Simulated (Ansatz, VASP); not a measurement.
## One calculation of SiMo2, two programs

```
Si Mo
1.0
    -1.46340    1.46340   10.72022
     1.46340   -1.46340   10.72022
     1.46340    1.46340  -10.72022
Si Mo
2 4
Direct
  0.00000 0.00000 0.00000
  0.75000 0.25000 0.50000
  0.42429 0.42429 0.00000
  0.17429 0.67429 0.50000
  0.32571 0.82571 0.50000
  0.57571 0.57571 0.00000
```

Alike in both runs: functional PBE; k mesh 6 × 6 × 6; occupations gaussian, width 0.1 eV; no spin polarisation.

Ansatz relaxed the structure, and its values are those at the end. VASP's run is a single point on that final structure, the one shown.

|  | VASP | Ansatz |
| --- | --- | --- |
| version | VASP 6.6.1 | Ansatz 0.2.0 |
| potentials or method | VASP PAW PBE potentials, release 64 (Si, Mo_sv), cutoff 520 eV | scalar-relativistic, plane waves, PAW |
| valence electrons in the cell | 64 | 64 |

|  | VASP | Ansatz | Ansatz less VASP |
| --- | --- | --- | --- |
| gap on the k mesh at the Fermi level (eV) | none | none | - |
| pressure (GPa) | 0.4 | 0.0 | -0.31 |
| rms of the force components (eV/Å) | 0.010 | 0.000 | -0.0093 |

A gap of «none» marks a metal or a gap that the smearing closes.

The k mesh is coarse, so the values compare programs but aren't converged.
